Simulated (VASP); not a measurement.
Here is a VASP 6.6.1 calculation.

The input INCAR:

```
SYSTEM = CaO
PREC = Accurate
ENCUT = 520
EDIFF = 1E-6
ISMEAR = -1
SIGMA = 0.02
LREAL = .FALSE.
LASPH = .TRUE.
NELM = 100
ALGO = Normal
ISIF = 2
LWAVE = .FALSE.
LCHARG = .FALSE.
GGA = PE
NBANDS = 15
```

File KPOINTS:

```
regular mesh
0
G
  8 8 8
  0 0 0
```

The input POSCAR:

```
CaO
1.0
    0.0000000000      2.4776985204      2.6067317416
    2.4776985204      0.0000000000      2.6067317416
    2.4776985204      2.4776985204      0.0000000000
Ca O
1 1
Direct
    0.0000000000      0.0000000000      0.0000000000
    0.2500000000      0.2500000000      0.2500000000
```

Potentials or basis: VASP PAW PBE potentials, release 64 (Ca_sv, O).

Launch:

```sh
$ cat potpaw_PBE.64/Ca_sv/POTCAR potpaw_PBE.64/O/POTCAR > POTCAR
$ mpirun -np 1 vasp_std > vasp.out
```

Q: Estimate the band gap on the k mesh.

A: 3.63 eV (least direct gap 4.49 eV).

Q: Estimate the pressure.

A: 12.0 GPa.

Stress tensor (GPa, compression positive):
```
12.14  0.00  0.00
 0.00 12.14  0.00
 0.00  0.00 11.87
```

Caveat: the cell differs from its parent crystal (biaxial xy strain -5.0%); the cell stands under pressure. A k mesh can miss the band edges.
